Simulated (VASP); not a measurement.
# Ir (Pm-3m) in VASP: a series of runs

Runs on Ir. Level: LDA. Tasks: single point.

All numbers are computed with VASP 6.6.1; they aren't measurements. Logs are shortened: lines on timing, memory, paths and dates and some standing lists are left out, and cuts for length are marked.

## (1) The cell of the first run

The structure is cubic, space group Pm-3m (No. 221). Conventional cell: a = 2.306 Å, b = 2.306 Å, c = 2.306 Å, α = 90.00°, β = 90.00°, γ = 90.00°. Ir (site symmetry m-3m) has 6 Ir at 2.31 Å within 3.0 Å.

## (2) Single point, LDA (volume scaled by 0.76)

INCAR

```
ALGO = Normal
EDIFF = 1E-7
ENCUT = 520
ISIF = 2
ISMEAR = -1
LASPH = True
LCHARG = False
LREAL = False
LWAVE = False
NBANDS = 10
NELM = 80
PREC = Accurate
SIGMA = 0.1
```

KPOINTS

```
k-points
0
Gamma
  15 15 15
```

POSCAR

```
Ir
1.0
    2.3059163239      0.0000000000      0.0000000000
    0.0000000000      2.3059163239      0.0000000000
    0.0000000000      0.0000000000      2.3059163239
Ir
1
Direct
    0.0000000000      0.0000000000      0.0000000000
```

Potentials or basis: VASP PAW LDA potentials, release 64 (Ir).

On the command line:

```sh
$ cat potpaw_LDA.64/Ir/POTCAR > POTCAR
$ mpirun -np 1 vasp_std > vasp.out
```

OUTCAR:

```text
EDIFF = 1E-7
   ENCUT = 520
   ISIF = 2
   ISMEAR = -1
   LASPH = True
   LREAL = False
   NELM = 80
   PREC = Accurate

 ion  position               nearest neighbor table
   1  0.000  0.000  0.000-

  LATTYP: Found a simple cubic cell.
 ALAT       =     2.3059163239

  Lattice vectors:

 A1 = (   2.3059163239,   0.0000000000,   0.0000000000)
 A2 = (   0.0000000000,   2.3059163239,   0.0000000000)
 A3 = (   0.0000000000,   0.0000000000,   2.3059163239)

Analysis of symmetry for initial positions (statically):
=====================================================================
 Subroutine PRICEL returns:
 Original cell was already a primitive cell.

 Routine SETGRP: Setting up the symmetry group for a
 simple cubic supercell.

 Subroutine GETGRP returns: Found 48 space group operations
 (whereof 48 operations were pure point group operations)
 out of a pool of 48 trial point group operations.

The static configuration has the point symmetry O_h .

Analysis of symmetry for dynamics (positions and initial velocities):
=====================================================================
 Subroutine PRICEL returns:
 Original cell was already a primitive cell.

 Routine SETGRP: Setting up the symmetry group for a
 simple cubic supercell.

 Subroutine GETGRP returns: Found 48 space group operations
 (whereof 48 operations were pure point group operations)
 out of a pool of 48 trial point group operations.

The dynamic configuration has the point symmetry O_h .

 Subroutine INISYM returns: Found 48 space group operations
 (whereof 48 operations are pure point group operations),
 and found     1 'primitive' translations

----------------------------------------------------------------------------------------

                                     Primitive cell

  volume of cell :      12.2611

  direct lattice vectors                    reciprocal lattice vectors
     2.305916324  0.000000000  0.000000000     0.433667080  0.000000000  0.000000000
     0.000000000  2.305916324  0.000000000     0.000000000  0.433667080  0.000000000
     0.000000000  0.000000000  2.305916324     0.000000000  0.000000000  0.433667080

  length of vectors
     2.305916324  2.305916324  2.305916324     0.433667080  0.433667080  0.433667080

  position of ions in fractional coordinates (direct lattice)
     0.000000000  0.000000000  0.000000000

  ion indices of the primitive-cell ions
   primitive index   ion index
                 1           1

----------------------------------------------------------------------------------------

 KPOINTS: k-points

Automatic generation of k-mesh.
 Grid dimensions read from file:
 generate k-points for:   15   15   15

 Generating k-lattice:

  Cartesian coordinates                     Fractional coordinates (reciprocal lattice)
     0.028911139  0.000000000  0.000000000     0.066666667  0.000000000  0.000000000
     0.000000000  0.028911139  0.000000000     0.000000000  0.066666667  0.000000000
     0.000000000  0.000000000  0.028911139     0.000000000  0.000000000  0.066666667

  Length of vectors
     0.028911139  0.028911139  0.028911139

  Shift w.r.t. Gamma in fractional coordinates (k-lattice)
     0.000000000  0.000000000  0.000000000

 Subroutine IBZKPT returns following result:
 ===========================================

 Found    120 irreducible k-points:

 Following reciprocal coordinates:
            Coordinates               Weight
  0.000000  0.000000  0.000000      1.000000
  0.066667  0.000000  0.000000      6.000000
  0.133333  0.000000  0.000000      6.000000
  0.200000  0.000000  0.000000      6.000000
  0.266667  0.000000  0.000000      6.000000
  0.333333  0.000000  0.000000      6.000000
[... 16 lines left out ...]
  0.266667  0.200000  0.000000     24.000000
  0.333333  0.200000  0.000000     24.000000
 [... further k-points ...]
   k-points           NKPTS =    120   k-points in BZ     NKDIM =    120   number of bands    NBANDS=     10
   number of dos      NEDOS =    301   number of ions     NIONS =      1
   total plane-waves  NPLWV =   5832
   dimension x,y,z NGX =    18 NGY =   18 NGZ =   18
   dimension x,y,z NGXF=    36 NGYF=   36 NGZF=   36
   ions per type =               1
   NGX,Y,Z   is equivalent  to a cutoff of  12.98, 12.98, 12.98 a.u.
   NGXF,Y,Z  is equivalent  to a cutoff of  25.95, 25.95, 25.95 a.u.
 SYSTEM =  unknown system
   PREC   = accura    normal or accurate (medium, high low for compatibility)
   ISTART =      0    job   : 0-new  1-cont  2-samecut
   ICHARG =      2    charge: 1-file 2-atom 10-const
   ISPIN  =      1    spin polarized calculation?
   LNONCOLLINEAR =      F non collinear calculations
   LSORBIT =      F    spin-orbit coupling
   LASPH  =      T    aspherical Exc in radial PAW
   ENCUT  =  520.0 eV  38.22 Ry    6.18 a.u.   4.29  4.29  4.29*2*pi/ulx,y,z
   NELM   =     80;   NELMIN=  2; NELMDL= -5     # of ELM steps
   EDIFF  = 0.1E-06   stopping-criterion for ELM
   LREAL  =      F    real-space projection
   EDIFFG = 0.1E-05   stopping-criterion for IOM
   NSW    =      0    number of steps for IOM
   IBRION =     -1    ionic relax: 0-MD 1-quasi-New 2-CG
   NFREE  =      0    steps in history (QN), initial steepest desc. (CG)
   ISIF   =      2    stress and relaxation
   ISYM   =      2    0-nonsym 1-usesym 2-fastsym
   POTIM  = 0.5000    time-step for ionic-motion
   TEBEG  =    0.0;   TEEND  =   0.0 temperature during run
   PSTRESS=    0.0 pullay stress
   NELECT =       9.0000    total number of electrons
   NUPDOWN=      -1.0000    fix difference up-down
   EMIN   =  10.00;   EMAX   =-10.00  energy-range for DOS
   EFERMI =   0.00;   METHOD = LEGACY
   ISMEAR =    -1;   SIGMA  =   0.10  broadening in eV -4-tet -1-fermi 0-gaus
   EFERMI_NEDOS =   21; number of points for ismear=-14 and -15
   IALGO  =     38    algorithm
   IMIX   =      4    mixing-type and parameters
     AMIX     =   0.40;   BMIX     =  1.00
     AMIX_MAG =   1.60;   BMIX_MAG =  1.00
  volume/ion in A,a.u.               =      12.26        82.74
  Fermi-wavevector in a.u.,A,eV,Ry     =   1.476767  2.790686 29.672160  2.180842
  Thomas-Fermi vector in A             =   2.591254
   LORBIT       =      0    0 simple, 1 ext, 2 COOP (PROOUT), +10 PAW based schemes
   GGA     = CA    functional components
   LHFCALC =     F    Hartree Fock is set to
   AEXX    =    0.0000 exact exchange contribution
   IVDW    =     0    specifies the selected vdW correction
   LEPSILON=     F    determine dielectric tensor
   LRPA    =     F    only Hartree local field effects (RPA)
 non-spin polarized calculation
  energy-cutoff  :      520.00
  volume of cell :       12.26
 maximum number of plane-waves:       341
 NGX is ok and might be reduce to    18
   NGX =  9   NGY =  9   NGZ =  9

 number of electron       9.0000000 magnetization

 Free energy of the ion-electron system (eV)
  ---------------------------------------------------
  ext. energy  EPLUGINS =         0.00000000
  ---------------------------------------------------
  free energy    TOTEN  =        -7.77691939 eV

  energy without entropy =       -7.74442144  energy(sigma->0) =       -7.76067041

 E-fermi :  12.9028     XC(G=0): -14.8081

 val. band max:       12.8942403921   @ k =   0.2000   0.2000   0.0667
 cond. band min:      12.9048435132   @ k =   0.3333   0.2667   0.0667
 fundamental gap:      0.0106031211
 Fermi energy:        12.9028259417

 k-point     1 :       0.0000    0.0000    0.0000
  band No.  band energies     occupation
      1       0.5882      2.00000
      2       3.5157      2.00000
      3       3.5157      2.00000
      4      15.1500      0.00000
      5      15.1500      0.00000
      6      15.1500      0.00000
      7      30.6550      0.00000
      8      30.6550      0.00000
      9      30.6550      0.00000
     10      38.5377      0.00000

 k-point     2 :       0.0667    0.0000    0.0000
  band No.  band energies     occupation
      1       0.7802      2.00000
      2       3.5611      2.00000
      3       3.7449      2.00000
      4      14.8601      0.00000
      5      14.8601      0.00000
      6      15.1713      0.00000
      7      29.6091      0.00000
      8      31.0497      0.00000
      9      31.0497      0.00000
     10      39.2835      0.00000

 k-point     3 :       0.1333    0.0000    0.0000
  band No.  band energies     occupation
      1       1.2822      2.00000
      2       3.6912      2.00000
      3       4.4613      2.00000
      4      14.1066      0.00001
      5      14.1066      0.00001
      6      15.2319      0.00000
      7      27.5011      0.00000
      8      32.1004      0.00000
      9      32.1004      0.00000
     10      36.8011      0.00000

 k-point     4 :       0.2000    0.0000    0.0000
  band No.  band energies     occupation
      1       1.9373      2.00000
      2       3.8889      2.00000
      3       5.6835      2.00000
      4      13.1320      0.18367
      5      13.1320      0.18367
      6      15.3223      0.00000
      7      25.3350      0.00000
      8      33.5261      0.00000
      9      33.5261      0.00000
     10      34.4323      0.00000
[... 222 lines left out ...]
 k-point    22 :       0.2000    0.2000    0.0000
  band No.  band energies     occupation
      1       3.1808      2.00000
      2       5.3608      2.00000
      3       6.6078      2.00000
      4      11.1383      2.00000
      5      13.1478      0.15894
      6      13.6285      0.00141
      7      27.4422      0.00000
      8      27.9126      0.00000
      9      35.0226      0.00000
     10      36.5701      0.00000

 k-point    23 :       0.2667    0.2000    0.0000
  band No.  band energies     occupation
      1       3.7107      2.00000
      2       5.7433      2.00000
      3       7.6582      2.00000
      4      10.7686      2.00000
      5      12.3862      1.98865
      6      13.5893      0.00209
      7      25.5514      0.00000
      8      28.9216      0.00000
      9      34.1803      0.00000
     10      38.1606      0.00000

 k-point    24 :       0.3333    0.2000    0.0000
  band No.  band energies     occupation
      1       4.2024      2.00000
      2       5.9101      2.00000
      3       7.9505      2.00000
      4      11.5959      2.00000
      5      11.7879      1.99997
      6      13.7091      0.00063
      7      23.8716      0.00000
      8      30.0730      0.00000
      9      33.1642      0.00000
     10      39.6300      0.00000

 [... further k-points ...]
[... 5 lines left out ...]
  --------------------------------------------------------------------------------------
  -------------------------------------------------------------------------------------
  Total       11.9677545     11.9677545     11.9677545     -0.0000000     -0.0000000      0.0000000
  in kB     1563.8410989   1563.8410989   1563.8410989     -0.0000000     -0.0000000      0.0000000
  external PRESSURE =    1563.8410989 kB  Pullay stress =       0.0000000 kB

 VOLUME and BASIS-vectors are now :
 -----------------------------------------------------------------------------
  energy-cutoff  :      520.00
  volume of cell :       12.26
      direct lattice vectors                 reciprocal lattice vectors
     2.305916324  0.000000000  0.000000000     0.433667080  0.000000000  0.000000000
     0.000000000  2.305916324  0.000000000     0.000000000  0.433667080  0.000000000
     0.000000000  0.000000000  2.305916324     0.000000000  0.000000000  0.433667080

 POSITION                                       TOTAL-FORCE (eV/Angst)
 -----------------------------------------------------------------------------------
      0.00000      0.00000      0.00000         0.000000      0.000000      0.000000
 -----------------------------------------------------------------------------------
    total drift:                                0.000000      0.000000      0.000000

  FREE ENERGIE OF THE ION-ELECTRON SYSTEM (eV)
  ---------------------------------------------------
  free  energy   TOTEN  =        -7.7769193855 eV

  energy  without entropy=       -7.7444214416  energy(sigma->0) =       -7.76067041
```

Run time: 13 s. Hardware: 1 thread of AMD EPYC 7R13, shared host; peak memory 0.1 GiB.

Results:

```
Free energy : -7.7769 eV
Pressure    : 156.4 GPa
```

Levels at points of the mesh, in eV from the Fermi level:
| k point | band 1 | band 2 | band 3 | band 4 | band 5 | band 6 | band 7 | band 8 | band 9 | band 10 |
| --- | --- | --- | --- | --- | --- | --- | --- | --- | --- | --- |
| (0.00, 0.00, 0.00) | -12.31 | -9.39 | -9.39 | 2.25 | 2.25 | 2.25 | 17.75 | 17.75 | 17.75 | 25.63 |

Caveat: spin-orbit coupling is left out, which moves the levels of the heavy elements.

## (3) Single point, LDA (volume scaled by 0.76)

INCAR

```
SYSTEM = Ir
PREC = Accurate
ENCUT = 520
EDIFF = 1E-7
ISMEAR = -1
SIGMA = 0.1
LREAL = .False.
LASPH = .True.
NELM = 80
ALGO = Normal
ISIF = 2
LWAVE = .False.
LCHARG = .False.
NBANDS = 10
```

KPOINTS

```
regular mesh
0
Gamma
  15 15 15
  0 0 0
```

POSCAR is that of step 2.

Potentials or basis: VASP PAW LDA potentials, release 64 (Ir).

On the command line:

```sh
$ cat potpaw_LDA.64/Ir/POTCAR > POTCAR
$ mpirun -np 1 vasp_std > vasp.out
```

OUTCAR:

```text
SYSTEM = Ir
   PREC = Accurate
   ENCUT = 520
   EDIFF = 1E-7
   ISMEAR = -1
   LREAL = .False.
   LASPH = .True.
   NELM = 80
   ISIF = 2

 ion  position               nearest neighbor table
   1  0.000  0.000  0.000-

  LATTYP: Found a simple cubic cell.
 ALAT       =     2.3059163239

  Lattice vectors:

 A1 = (   2.3059163239,   0.0000000000,   0.0000000000)
 A2 = (   0.0000000000,   2.3059163239,   0.0000000000)
 A3 = (   0.0000000000,   0.0000000000,   2.3059163239)

Analysis of symmetry for initial positions (statically):
=====================================================================
 Subroutine PRICEL returns:
 Original cell was already a primitive cell.

 Routine SETGRP: Setting up the symmetry group for a
 simple cubic supercell.

 Subroutine GETGRP returns: Found 48 space group operations
 (whereof 48 operations were pure point group operations)
 out of a pool of 48 trial point group operations.

The static configuration has the point symmetry O_h .

Analysis of symmetry for dynamics (positions and initial velocities):
=====================================================================
[... 157 lines left out ...]

 val. band max:       12.8942403921   @ k =   0.2000   0.2000   0.0667
 cond. band min:      12.9048435132   @ k =   0.3333   0.2667   0.0667
 fundamental gap:      0.0106031211
 Fermi energy:        12.9028259417

 k-point     1 :       0.0000    0.0000    0.0000
  band No.  band energies     occupation
      1       0.5882      2.00000
      2       3.5157      2.00000
      3       3.5157      2.00000
      4      15.1500      0.00000
      5      15.1500      0.00000
      6      15.1500      0.00000
      7      30.6550      0.00000
      8      30.6550      0.00000
      9      30.6550      0.00000
     10      38.5377      0.00000
[... 287 lines left out ...]
 k-point    24 :       0.3333    0.2000    0.0000
  band No.  band energies     occupation
      1       4.2024      2.00000
      2       5.9101      2.00000
      3       7.9505      2.00000
      4      11.5959      2.00000
      5      11.7879      1.99997
      6      13.7091      0.00063
      7      23.8716      0.00000
      8      30.0730      0.00000
      9      33.1642      0.00000
     10      39.6300      0.00000

 [... further k-points ...]
[... 5 lines left out ...]
  --------------------------------------------------------------------------------------
  -------------------------------------------------------------------------------------
  Total       11.9677545     11.9677545     11.9677545     -0.0000000     -0.0000000      0.0000000
  in kB     1563.8410989   1563.8410989   1563.8410989     -0.0000000     -0.0000000      0.0000000
  external PRESSURE =    1563.8410989 kB  Pullay stress =       0.0000000 kB

 VOLUME and BASIS-vectors are now :
 -----------------------------------------------------------------------------
  energy-cutoff  :      520.00
  volume of cell :       12.26
      direct lattice vectors                 reciprocal lattice vectors
     2.305916324  0.000000000  0.000000000     0.433667080  0.000000000  0.000000000
     0.000000000  2.305916324  0.000000000     0.000000000  0.433667080  0.000000000
     0.000000000  0.000000000  2.305916324     0.000000000  0.000000000  0.433667080

 POSITION                                       TOTAL-FORCE (eV/Angst)
 -----------------------------------------------------------------------------------
      0.00000      0.00000      0.00000         0.000000      0.000000      0.000000
 -----------------------------------------------------------------------------------
    total drift:                                0.000000      0.000000      0.000000

  FREE ENERGIE OF THE ION-ELECTRON SYSTEM (eV)
  ---------------------------------------------------
  free  energy   TOTEN  =        -7.7769193855 eV

  energy  without entropy=       -7.7444214416  energy(sigma->0) =       -7.76067041
```

Run time: 14 s. Hardware: 1 thread of AMD EPYC 7R13, shared host; peak memory 0.1 GiB.

Results:

```
Free energy : -7.7769 eV
Pressure    : 156.4 GPa
```

Caveat: spin-orbit coupling is left out, which moves the levels of the heavy elements.

## (4) Single point, LDA (volume scaled by 0.84)

INCAR

```
PREC = Accurate
ENCUT = 520
EDIFF = 1E-6
ISMEAR = -1
SIGMA = 0.1
LREAL = False
LASPH = True
NELM = 100
ALGO = Normal
ISIF = 2
LWAVE = False
LCHARG = True
LELF = True
LVHAR = True
NBANDS = 10
```

KPOINTS

```
regular mesh
0
Gamma
  15 15 15
```

POSCAR

```
Ir
1.0
    2.3841419443      0.0000000000      0.0000000000
    0.0000000000      2.3841419443      0.0000000000
    0.0000000000      0.0000000000      2.3841419443
Ir
1
Direct
    0.0000000000      0.0000000000      0.0000000000
```

On the command line:

```sh
$ cat potpaw_LDA.64/Ir/POTCAR > POTCAR
$ mpirun -np 1 vasp_std > vasp.out
```

It took 20 s on 1 thread of AMD EPYC 7R13, shared host; peak memory 0.1 GiB.

The run converged. Its results:

- Free energy: -8.7044 eV
- Pressure: 79.7 GPa

Levels at points of the mesh, in eV from the Fermi level:
| k point | band 3 | band 4 | band 5 | band 6 | band 7 | band 8 |
| --- | --- | --- | --- | --- | --- | --- |
| (0.00, 0.00, 0.00) | -8.19 | 1.91 | 1.91 | 1.91 | 17.05 | 17.05 |

Caveat: spin-orbit coupling is left out, which moves the levels of the heavy elements.
